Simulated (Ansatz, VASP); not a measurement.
One calculation of MgO2, two programs

File INCAR:

```
SYSTEM = MgO2
PREC = Accurate ; ENCUT = 520
EDIFF = 1E-7 ; ISMEAR = 0
SIGMA = 0.05 ; LREAL = .False.
LASPH = .True. ; NELM = 80
ALGO = Normal ; ISIF = 2
LWAVE = .False. ; LCHARG = .True.
GGA = PS ; LELF = .True.
LVHAR = .True. ; NBANDS = 14
```

The input KPOINTS:

```
Automatic mesh
0
Gamma
  12 12 12
  0 0 0
```

POSCAR

```
MgO2
1.0
    1.4242254017      0.8222769191      3.4939788749
   -1.4242254017      0.8222769191      3.4939788749
    0.0000000000     -1.6445538381      3.4939788749
Mg O
1 2
Direct
    0.0000000000      0.0000000000      0.0000000000
    0.4287860000      0.4287860000      0.4287860000
    0.5712140000      0.5712140000      0.5712140000
```

Input for Ansatz:

```yaml
crystal:
  lattice:
    - [1.4242254017, 0.8222769191, 3.4939788749]
    - [-1.4242254017, 0.8222769191, 3.4939788749]
    - [0.0, -1.6445538381, 3.4939788749]
  atoms:
    - { symbol: Mg, position: [0.0, 0.0, 0.0] }
    - { symbol: O, position: [0.428786, 0.428786, 0.428786] }
    - { symbol: O, position: [0.571214, 0.571214, 0.571214] }
basis:
  ecutwfc: 420
kpoints:
  mp_grid: { grid: [12, 12, 12] }
hamiltonian:
  xc: pbesol
scf:
  occupations: { method: gaussian, width: 0.05 }
output:
  forces: true
  stress: true
  eigenvalues: true
```

Change from the starting cell: strain -0.1125 x Voigt [1, 1, 0, 0, 0, 0], atoms carried along.

Alike in both runs: task single point; functional PBEsol; k mesh 12 × 12 × 12; occupations gaussian, width 0.05 eV; no spin polarisation.

|  | VASP | Ansatz |
| --- | --- | --- |
| version | VASP 6.6.1 | Ansatz 0.2.0 |
| potentials or method | VASP PAW PBE potentials, release 64 (Mg, O), cutoff 520 eV | scalar-relativistic, plane waves, PAW |
| valence electrons in the cell | 14 | 22 |

```tsv
	VASP	Ansatz	Ansatz less VASP
gap on the k mesh at the Fermi level (eV)	1.61	1.64	+0.028
least direct gap on the mesh (eV)	1.61	1.64	+0.028
pressure (GPa)	34.6	34.1	-0.50
traceless stress, the component that is largest in VASP (GPa)	-29.59	-30.42	-0.828
rms of the force components (eV/Å)	1.082	1.142	+0.0599
```

VASP's potentials were made for PBE, not for PBEsol. Atom by atom the forces differ by 0.060 eV/Å (rms over components). Both programs put the cell under a high pressure, so it lies far from rest at this level. With one functional, cell and mesh, what is left measures potentials, basis and numerics. VASP's potentials hold 14 valence electrons a cell and Ansatz's 22, so a difference there can come from the potentials and not from the codes.
